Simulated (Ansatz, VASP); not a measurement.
**Two plane-wave programs on Al12H**

Contents of INCAR:

```
  ALGO = Normal
  DIPOL = 0.5 0.5 0.309
  EDIFF = 1E-6
  ENCUT = 520
  GGA = PE
  IDIPOL = 3
  ISIF = 2
  ISMEAR = 0
  ISPIN = 2
  LASPH = True
  LCHARG = False
  LDIPOL = True
  LORBIT = 11
  LREAL = False
  LWAVE = False
  MAGMOM = 0 0 0 0 0 0 0 0 0 0 0 0 1
  NBANDS = 34
  NELM = 150
  PREC = Accurate
  SIGMA = 0.1
```

File KPOINTS:

```
k-points
0
Gamma
  6 6 1
```

The input POSCAR:

```
Al12H
1.0
    5.7135165838      0.0000000000      0.0000000000
   -2.8567582919      4.9480505065      0.0000000000
    0.0000000000      0.0000000000     21.6013781936
Al H
12 1
Direct
    0.3333333333      0.1666666667      0.1851733702
    0.3333333333      0.6666666667      0.1851733702
    0.8333333333      0.1666666667      0.1851733702
    0.8333333333      0.6666666667      0.1851733702
    0.1666666667      0.3333333333      0.2916813828
    0.1666666667      0.8333333333      0.2916813828
    0.6666666667      0.3333333333      0.2916813828
    0.6666666667      0.8333333333      0.2916813828
    0.0000000000      0.0000000000      0.3981865470
    0.0000000000      0.5000000000      0.3981865470
    0.5000000000      0.0000000000      0.3981865470
    0.5000000000      0.5000000000      0.3981865470
    0.3333333333     -0.3333333333      0.5171604373
```

Input for Ansatz:

```yaml
crystal:
  lattice:
    - [5.7135165838, 0.0, 0.0]
    - [-2.8567582919, 4.9480505065, 0.0]
    - [0.0, 0.0, 21.6013781936]
  atoms:
    - { symbol: Al, position: [0.3333333333, 0.1666666667, 0.1851733702] }
    - { symbol: Al, position: [0.3333333333, 0.6666666667, 0.1851733702] }
    - { symbol: Al, position: [0.8333333333, 0.1666666667, 0.1851733702] }
    - { symbol: Al, position: [0.8333333333, 0.6666666667, 0.1851733702] }
    - { symbol: Al, position: [0.1666666667, 0.3333333333, 0.2916813828] }
    - { symbol: Al, position: [0.1666666667, 0.8333333333, 0.2916813828] }
    - { symbol: Al, position: [0.6666666667, 0.3333333333, 0.2916813828] }
    - { symbol: Al, position: [0.6666666667, 0.8333333333, 0.2916813828] }
    - { symbol: Al, position: [0.0, 0.0, 0.398186547] }
    - { symbol: Al, position: [0.0, 0.5, 0.398186547] }
    - { symbol: Al, position: [0.5, 0.0, 0.398186547] }
    - { symbol: Al, position: [0.5, 0.5, 0.398186547] }
    - { symbol: H, position: [0.3333333333, -0.3333333333, 0.5171604373], spin: 1.0 }
basis:
  ecutwfc: 420
kpoints:
  mp_grid: { grid: [6, 6, 1] }
hamiltonian:
  xc: pbe
  pseudopotentials: { kind: paw, azcp: { folder: soft_1 } }
scf:
  occupations: { method: gaussian, width: 0.1 }
output:
  forces: true
  eigenvalues: true
  populations: true
magnetization:
  spin_polarized: true
efield:
  axis: 3
  dipole_correction: true
  ramp_width: 0.04
```

Alike in both runs: task single point; functional PBE; k mesh 6 × 6 × 1; occupations gaussian, width 0.1 eV; collinear spin.

```csv
,VASP,Ansatz
version,VASP 6.6.1,Ansatz 0.2.0
potentials or method,"VASP PAW PBE potentials, release 64 (Al, H), cutoff 520 eV","scalar-relativistic, plane waves, PAW"
valence electrons in the cell,37,37
```

Ansatz gave:

```
gap on the k mesh at the Fermi level (eV)                     : none
rms of the force components (eV/Å)                            : 0.158
net moment per atom (μB)                                      : 0.03
size of the moment on the site where the two differ most (μB) : 0.50
```

Q: What did VASP give for the same quantities?

A: gap on the k mesh at the Fermi level (eV): none; rms of the force components (eV/Å): 0.157; net moment per atom (μB): 0.03; size of the moment on the site where the two differ most (μB): 0.22.

Site moments also hang on the region over which each program counts them. Atom by atom the forces differ by 0.001 eV/Å (rms over components). A gap of «none» marks a metal or a gap that the smearing closes.
